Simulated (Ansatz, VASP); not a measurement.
Two plane-wave programs on CdTe

File POSCAR:

```
CdTe
1.0
    0.0000000000      3.3652500000      3.2050000000
    3.3652500000      0.0000000000      3.2050000000
    3.3652500000      3.3652500000      0.0000000000
Cd Te
1 1
Direct
    0.0000000000      0.0000000000      0.0000000000
    0.7500000000      0.7500000000      0.7500000000
```

File INCAR.step1:

```
ALGO = Normal ; EDIFF = 1E-4
ENCUT = 520 ; GGA = PE
ISMEAR = 0 ; LASPH = T
LCHARG = F ; LREAL = F
LWAVE = T ; NBANDS = 16
NELM = 60 ; PREC = Accurate
SIGMA = 0.05
```

INCAR.step2

```
ALGO = Normal ; EDIFF = 1E-7
ENCUT = 520 ; ISIF = 2
ISMEAR = 0 ; ISTART = 1
LASPH = T ; LCHARG = F
LMIXTAU = T ; LREAL = F
LWAVE = F ; METAGGA = R2SCAN
NBANDS = 16 ; NELM = 60
PREC = Accurate ; SIGMA = 0.05
```

Contents of KPOINTS:

```
k-points
0
Gamma
  8 8 8
```

Input for Ansatz:

```yaml
crystal:
  lattice:
    - [0.0, 3.36525, 3.205]
    - [3.36525, 0.0, 3.205]
    - [3.36525, 3.36525, 0.0]
  atoms:
    - { symbol: Cd, position: [0.0, 0.0, 0.0] }
    - { symbol: Te, position: [0.75, 0.75, 0.75] }
basis:
  ecutwfc: 500
kpoints:
  mp_grid: { grid: [8, 8, 8] }
hamiltonian:
  xc: r2scan
scf:
  occupations: { method: gaussian, width: 0.05 }
output:
  forces: true
  stress: true
  eigenvalues: true
```

Change from the starting cell: strain +0.050 along x and y, +0.000 along z, atoms carried along.

Alike in both runs: task single point; functional r2SCAN; k mesh 8 × 8 × 8; occupations gaussian, width 0.05 eV; no spin polarisation.

|  | VASP | Ansatz |
| --- | --- | --- |
| version | VASP 6.6.1 | Ansatz 0.2.0 |
| potentials or method | VASP PAW PBE potentials, release 64 (Cd, Te), cutoff 520 eV | scalar-relativistic, plane waves, PAW |
| valence electrons in the cell | 18 | 36 |

Ansatz gave:

| Quantity | Value |
| --- | --- |
| gap on the k mesh at the Fermi level (eV) | 0.97 |
| least direct gap on the mesh (eV) | 0.97 |
| pressure (GPa) | -1.1 |
| traceless stress, the component that is largest in VASP (GPa) | 0.52 |

Problem. Which values does VASP return?

Solution. gap on the k mesh at the Fermi level (eV): 0.96; least direct gap on the mesh (eV): 0.96; pressure (GPa): -1.0; traceless stress, the component that is largest in VASP (GPa): 0.52.

VASP's potentials were made for PBE, not for r2SCAN. VASP's potentials hold 18 valence electrons a cell and Ansatz's 36, so a difference there can come from the potentials and not from the codes.

Spin-orbit coupling is off throughout.
